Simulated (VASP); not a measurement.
# B3P (C2) in VASP: relaxation of cell and atoms with PBE

Aim: the relaxation of cell and atoms of B3P with PBE.

Everything below comes from runs of VASP 6.6.1. Logs are shortened: lines on timing, memory, paths and dates and some standing lists are left out, and cuts for length are marked.

### 1 The cell of the first run

It takes space group C2 (No. 5, monoclinic). The conventional cell has a = 3.916 Å, b = 4.920 Å, c = 3.892 Å, α = 90.00°, β = 105.02°, γ = 90.00°. B (site symmetry 2) has 4 B at 1.75 to 1.82 Å within 2.3 Å. B (site symmetry 1) has 3 B at 1.75 to 1.90 Å and 2 P at 1.95 to 2.00 Å within 2.3 Å. Within 2.6 Å of P (site symmetry 2) lie 6 B at 1.95 to 2.38 Å.

### 2 Relaxation of cell and atoms, PBE

The input, INCAR:

```
PREC = Accurate
ENCUT = 600
EDIFF = 1E-7
ISMEAR = 0
SIGMA = 0.1
LREAL = False
LASPH = True
NELM = 100
ALGO = Normal
ISIF = 3
LWAVE = False
LCHARG = False
GGA = PE
IBRION = 2
NSW = 100
EDIFFG = -0.01
```

The input, KPOINTS:

```
regular mesh
0
Gamma
  16 16 12
```

The input, POSCAR:

```
B3P
1.0
    1.9581488320     -2.4601397320      0.0000000000
    1.9581488320      2.4601397320      0.0000000000
   -1.0084350118      0.0000000000      3.7594015955
B P
3 1
Direct
    0.2226190027      0.7773809973      0.5000000000
    0.7485072833      0.6709065188      0.6882417032
    0.3290934812      0.2514927167      0.3117582968
    0.7549688269      0.2450311731      0.0000000000
```

Potentials or basis: VASP PAW PBE potentials, release 64 (B, P).

Launch:

```bash
$ cat potpaw_PBE.64/B/POTCAR potpaw_PBE.64/P/POTCAR > POTCAR
$ mpirun -np 1 vasp_std > vasp.out
```

OUTCAR:

```text
PREC = Accurate
   ENCUT = 600
   EDIFF = 1E-7
   ISMEAR = 0
   LREAL = False
   LASPH = True
   NELM = 100
   ISIF = 3
   GGA = PE
   IBRION = 2
   NSW = 100
   EDIFFG = -0.01

 ion  position               nearest neighbor table
   1  0.223  0.777  0.500-   2 1.75   3 1.75   2 1.82   3 1.82   4 2.38   4 2.38
   2  0.749  0.671  0.688-   1 1.75   1 1.82   3 1.90   4 1.95   4 2.00
   3  0.329  0.251  0.312-   1 1.75   1 1.82   2 1.90   4 1.95   4 2.00
   4  0.755  0.245  0.000-   2 1.95   3 1.95   3 2.00   2 2.00   1 2.38   1 2.38

  LATTYP: Found a base centered monoclinic cell.
 ALAT       =     3.9162976640
 B/A-ratio  =     1.2563599313
 C/A-ratio  =     0.9938737450
 COS(beta)  =    -0.2590842448

  Lattice vectors:

 A1 = (   1.9581488320,  -2.4601397320,   0.0000000000)
 A2 = (   1.9581488320,   2.4601397320,   0.0000000000)
 A3 = (  -1.0084350118,   0.0000000000,   3.7594015955)

Analysis of symmetry for initial positions (statically):
=====================================================================
 Subroutine PRICEL returns:
 Original cell was already a primitive cell.

 Routine SETGRP: Setting up the symmetry group for a
 base centered monoclinic supercell.

 Subroutine GETGRP returns: Found  2 space group operations
 (whereof  2 operations were pure point group operations)
 out of a pool of  4 trial point group operations.

The static configuration has the point symmetry C_2 .

Analysis of symmetry for dynamics (positions and initial velocities):
=====================================================================
 Subroutine PRICEL returns:
 Original cell was already a primitive cell.

 Routine SETGRP: Setting up the symmetry group for a
 base centered monoclinic supercell.

 Subroutine GETGRP returns: Found  2 space group operations
 (whereof  2 operations were pure point group operations)
 out of a pool of  4 trial point group operations.

The dynamic configuration has the point symmetry C_2 .

 Subroutine INISYM returns: Found  2 space group operations
 (whereof  2 operations are pure point group operations),
 and found     1 'primitive' translations

----------------------------------------------------------------------------------------

                                     Primitive cell

  volume of cell :      36.2205

  direct lattice vectors                    reciprocal lattice vectors
     1.958148832 -2.460139732  0.000000000     0.255343206 -0.203240488  0.068494153
     1.958148832  2.460139732  0.000000000     0.255343206  0.203240488  0.068494153
    -1.008435012  0.000000000  3.759401595     0.000000000  0.000000000  0.265999781

  length of vectors
     3.144301886  3.144301886  3.892305426     0.333464088  0.333464088  0.265999781

  position of ions in fractional coordinates (direct lattice)
     0.222619003  0.777380997  0.500000000
     0.748507283  0.670906519  0.688241703
     0.329093481  0.251492717  0.311758297
     0.754968827  0.245031173  0.000000000

  ion indices of the primitive-cell ions
   primitive index   ion index
                 1           1
                 2           2
                 3           3
                 4           4

----------------------------------------------------------------------------------------

 KPOINTS: regular mesh

Automatic generation of k-mesh.
 Grid dimensions read from file:
 generate k-points for:   16   16   12

 Generating k-lattice:

  Cartesian coordinates                     Fractional coordinates (reciprocal lattice)
     0.015958950 -0.012702531  0.004280885     0.062500000  0.000000000  0.000000000
     0.015958950  0.012702531  0.004280885     0.000000000  0.062500000  0.000000000
     0.000000000  0.000000000  0.022166648     0.000000000  0.000000000  0.083333333

  Length of vectors
     0.020841505  0.020841505  0.022166648

  Shift w.r.t. Gamma in fractional coordinates (k-lattice)
     0.000000000  0.000000000  0.000000000

 Subroutine IBZKPT returns following result:
 ===========================================

 Found    826 irreducible k-points:

 Following reciprocal coordinates:
            Coordinates               Weight
  0.000000  0.000000  0.000000      1.000000
  0.062500  0.000000  0.000000      4.000000
  0.125000  0.000000  0.000000      4.000000
  0.187500  0.000000  0.000000      4.000000
  0.250000  0.000000  0.000000      4.000000
  0.312500  0.000000  0.000000      4.000000
[... 16 lines left out ...]
 -0.125000  0.062500  0.000000      4.000000
 -0.062500  0.062500  0.000000      2.000000
 [... further k-points ...]
   k-points           NKPTS =    826   k-points in BZ     NKDIM =    826   number of bands    NBANDS=     11
   number of dos      NEDOS =    301   number of ions     NIONS =      4
   total plane-waves  NPLWV =  25088
   dimension x,y,z NGX =    28 NGY =   28 NGZ =   32
   dimension x,y,z NGXF=    56 NGYF=   56 NGZF=   64
   ions per type =               3   1
   NGX,Y,Z   is equivalent  to a cutoff of  14.80, 14.80, 13.67 a.u.
   NGXF,Y,Z  is equivalent  to a cutoff of  29.61, 29.61, 27.34 a.u.
 SYSTEM =  unknown system
   PREC   = accura    normal or accurate (medium, high low for compatibility)
   ISTART =      0    job   : 0-new  1-cont  2-samecut
   ICHARG =      2    charge: 1-file 2-atom 10-const
   ISPIN  =      1    spin polarized calculation?
   LNONCOLLINEAR =      F non collinear calculations
   LSORBIT =      F    spin-orbit coupling
   LASPH  =      T    aspherical Exc in radial PAW
   ENCUT  =  600.0 eV  44.10 Ry    6.64 a.u.   6.28  6.28  7.77*2*pi/ulx,y,z
   NELM   =    100;   NELMIN=  2; NELMDL= -5     # of ELM steps
   EDIFF  = 0.1E-06   stopping-criterion for ELM
   LREAL  =      F    real-space projection
   EDIFFG = -.1E-01   stopping-criterion for IOM
   NSW    =    100    number of steps for IOM
   IBRION =      2    ionic relax: 0-MD 1-quasi-New 2-CG
   NFREE  =      1    steps in history (QN), initial steepest desc. (CG)
   ISIF   =      3    stress and relaxation
   ISYM   =      2    0-nonsym 1-usesym 2-fastsym
   POTIM  = 0.5000    time-step for ionic-motion
   TEBEG  =    0.0;   TEEND  =   0.0 temperature during run
   PSTRESS=    0.0 pullay stress
   NELECT =      14.0000    total number of electrons
   NUPDOWN=      -1.0000    fix difference up-down
   EMIN   =  10.00;   EMAX   =-10.00  energy-range for DOS
   EFERMI =   0.00;   METHOD = LEGACY
   ISMEAR =     0;   SIGMA  =   0.10  broadening in eV -4-tet -1-fermi 0-gaus
   EFERMI_NEDOS =   21; number of points for ismear=-14 and -15
   IALGO  =     38    algorithm
   IMIX   =      4    mixing-type and parameters
     AMIX     =   0.40;   BMIX     =  1.00
     AMIX_MAG =   1.60;   BMIX_MAG =  1.00
  volume/ion in A,a.u.               =       9.06        61.11
  Fermi-wavevector in a.u.,A,eV,Ry     =   1.192521  2.253538 19.348938  1.422107
  Thomas-Fermi vector in A             =   2.328557
   LORBIT       =      0    0 simple, 1 ext, 2 COOP (PROOUT), +10 PAW based schemes
   GGA     = PE    functional components
   LHFCALC =     F    Hartree Fock is set to
   AEXX    =    0.0000 exact exchange contribution
   IVDW    =     0    specifies the selected vdW correction
   LEPSILON=     F    determine dielectric tensor
   LRPA    =     F    only Hartree local field effects (RPA)
 conjugate gradient relaxation of ions
 non-spin polarized calculation
 Gauss-broadening in eV      SIGMA  =   0.10
  energy-cutoff  :      600.00
  volume of cell :       36.22
 maximum number of plane-waves:      1237
 NGX is ok and might be reduce to    28
   NGX = 13   NGY = 13   NGZ = 15

--------------------------------------- Ionic step        1  -------------------------------------------

 number of electron      14.0000000 magnetization

 Free energy of the ion-electron system (eV)
  ---------------------------------------------------
  ext. energy  EPLUGINS =         0.00000000
  ---------------------------------------------------
  free energy    TOTEN  =       -24.98891390 eV

  energy without entropy =      -24.98635366  energy(sigma->0) =      -24.98763378

------------------------ aborting loop because EDIFF is reached ----------------------------------------

  FORCE on cell =-STRESS in cart. coord.  units (eV):
  Direction    XX          YY          ZZ          XY          YZ          ZX
  --------------------------------------------------------------------------------------
  -------------------------------------------------------------------------------------
  Total        0.0981950     -0.1334949     -0.0307872      0.0000000      0.0000000     -0.0100333
  in kB        4.3435582     -5.9050169     -1.3618430      0.0000000      0.0000000     -0.4438136
  external PRESSURE =      -0.9744339 kB  Pullay stress =       0.0000000 kB

 VOLUME and BASIS-vectors are now :
 -----------------------------------------------------------------------------
  energy-cutoff  :      600.00
  volume of cell :       36.22
      direct lattice vectors                 reciprocal lattice vectors
     1.958148832 -2.460139732  0.000000000     0.255343206 -0.203240488  0.068494153
     1.958148832  2.460139732  0.000000000     0.255343206  0.203240488  0.068494153
    -1.008435012  0.000000000  3.759401595     0.000000000  0.000000000  0.265999781
[... 77 lines left out ...]
 POSITION                                       TOTAL-FORCE (eV/Angst)
 -----------------------------------------------------------------------------------
      1.45539      1.36475      1.87885         0.000000      0.001540     -0.000000
      2.08881     -0.19107      2.58651        -0.012537     -0.002476     -0.006092
      0.82198     -0.19107      1.17118         0.012537     -0.002476      0.006092
      0.95037     -1.25373      3.75792         0.000000      0.003412      0.000000
 -----------------------------------------------------------------------------------
    total drift:                               -0.000000     -0.000073      0.000000

  FREE ENERGIE OF THE ION-ELECTRON SYSTEM (eV)
  ---------------------------------------------------
  free  energy   TOTEN  =       -24.9891900638 eV

  energy  without entropy=      -24.9866567402  energy(sigma->0) =      -24.98792340

--------------------------------------- Ionic step        4  -------------------------------------------

 number of electron      14.0000000 magnetization

 Free energy of the ion-electron system (eV)
  ---------------------------------------------------
  ext. energy  EPLUGINS =         0.00000000
  ---------------------------------------------------
  free energy    TOTEN  =       -24.98922834 eV

  energy without entropy =      -24.98671398  energy(sigma->0) =      -24.98797116

 E-fermi :   7.4166     XC(G=0): -11.5208

 val. band max:        7.4136534500   @ k =  -0.1875   0.5000   0.0833
 cond. band min:       7.4177896093   @ k =   0.5000   0.0625   0.5000
 fundamental gap:      0.0041361593
 Fermi energy:         7.4165789597

 k-point     1 :       0.0000    0.0000    0.0000
  band No.  band energies     occupation
      1      -8.4252      2.00000
      2      -0.0011      2.00000
      3       0.2742      2.00000
      4       3.8663      2.00000
      5       3.8686      2.00000
      6       6.2054      2.00000
      7       6.8218      2.00000
      8       9.6122      0.00000
      9       9.9405      0.00000
     10      11.0007      0.00000
     11      12.0907      0.00000

 k-point     2 :       0.0625    0.0000    0.0000
  band No.  band energies     occupation
      1      -8.3731      2.00000
      2      -0.2084      2.00000
      3       0.5395      2.00000
      4       3.3673      2.00000
      5       4.0233      2.00000
      6       6.1170      2.00000
      7       6.7324      2.00000
      8       9.5456      0.00000
      9      10.3614      0.00000
     10      11.1695      0.00000
     11      12.2384      0.00000
[... 295 lines left out ...]
 k-point    24 :      -0.0625    0.0625    0.0000
  band No.  band energies     occupation
      1      -8.3467      2.00000
      2       0.0325      2.00000
      3       0.3170      2.00000
      4       3.6973      2.00000
      5       3.6990      2.00000
      6       5.9267      2.00000
      7       6.5657      2.00000
      8       9.8108      0.00000
      9      10.1002      0.00000
     10      11.4924      0.00000
     11      12.1815      0.00000

 [... further k-points ...]
[... 5 lines left out ...]
  --------------------------------------------------------------------------------------
  -------------------------------------------------------------------------------------
  Total       -0.0017432     -0.0043430     -0.0209503      0.0000000      0.0000000      0.0083716
  in kB       -0.0771150     -0.1921236     -0.9267957      0.0000000      0.0000000      0.3703408
  external PRESSURE =      -0.3986781 kB  Pullay stress =       0.0000000 kB

 VOLUME and BASIS-vectors are now :
 -----------------------------------------------------------------------------
  energy-cutoff  :      600.00
  volume of cell :       36.22
      direct lattice vectors                 reciprocal lattice vectors
     1.962064855 -2.456410553 -0.000045749     0.254835172 -0.203549036  0.068539029
     1.962064855  2.456410553 -0.000045749     0.254835172  0.203549036  0.068539029
    -1.010540497  0.000000000  3.757293720     0.000006206  0.000000000  0.266150678

 POSITION                                       TOTAL-FORCE (eV/Angst)
 -----------------------------------------------------------------------------------
      1.45679      1.36517      1.87860         0.000000      0.000072     -0.000000
      2.09037     -0.19126      2.58593        -0.004293      0.002894     -0.005176
      0.82322     -0.19126      1.17127         0.004293      0.002894      0.005176
      1.96206     -1.25379     -0.00005         0.000000     -0.005860     -0.000000
 -----------------------------------------------------------------------------------
    total drift:                               -0.000000      0.000059      0.000000

  FREE ENERGIE OF THE ION-ELECTRON SYSTEM (eV)
  ---------------------------------------------------
  free  energy   TOTEN  =       -24.9892283438 eV

  energy  without entropy=      -24.9867139782  energy(sigma->0) =      -24.98797116

 reached required accuracy - stopping structural energy minimisation
```

It took 10 min on 1 thread of Intel Xeon Platinum 8259CL at 2.50GHz (Skylake/Cascade Lake), shared host; peak memory 0.48 GiB.

Results:

| Property | Result |
| --- | --- |
| Free energy | -24.9892 eV |
| Energy gained by relaxing | 0.1 meV/atom |
| Ionic steps | 4 |
| Pressure after relaxing | 0.0 GPa |
| Largest force after relaxing | 0.007 eV/Å |
| Band gap on the k mesh | zero (band 7 reaches 8.04 eV, above the bottom of band 8 at 6.14 eV) |

Forces in eV/Å, atoms in the order of the input:
```
B    0.000  0.000  0.000
B   -0.004  0.003 -0.005
B    0.004  0.003  0.005
P    0.000 -0.006  0.000
```

Stress tensor (GPa, compression positive):
```
-0.01  0.00  0.04
 0.00 -0.02  0.00
 0.04  0.00 -0.09
```

The path:
| step | energy change (eV) | largest force (eV/Å) | pressure (GPa) | volume (Å³) |
| --- | --- | --- | --- | --- |
| 1 | 0.0000 | 0.0447 | -0.10 | 36.22 |
| 2 | -0.0003 | 0.0150 | 0.10 | 36.19 |
| 3 | -0.0003 | 0.0142 | 0.10 | 36.19 |
| 4 | -0.0003 | 0.0073 | -0.04 | 36.22 |

Final structure:
```xyz
4
Lattice="1.9621 -2.4564 0.0000 1.9621 2.4564 0.0000 -1.0105 0.0000 3.7573" Properties=species:S:1:pos:R:3 pbc="T T T"
B     1.4568    1.3652    1.8786
B     2.0904   -0.1913    2.5859
B     0.8232   -0.1913    1.1713
P     1.9621   -1.2538    0.0000
```
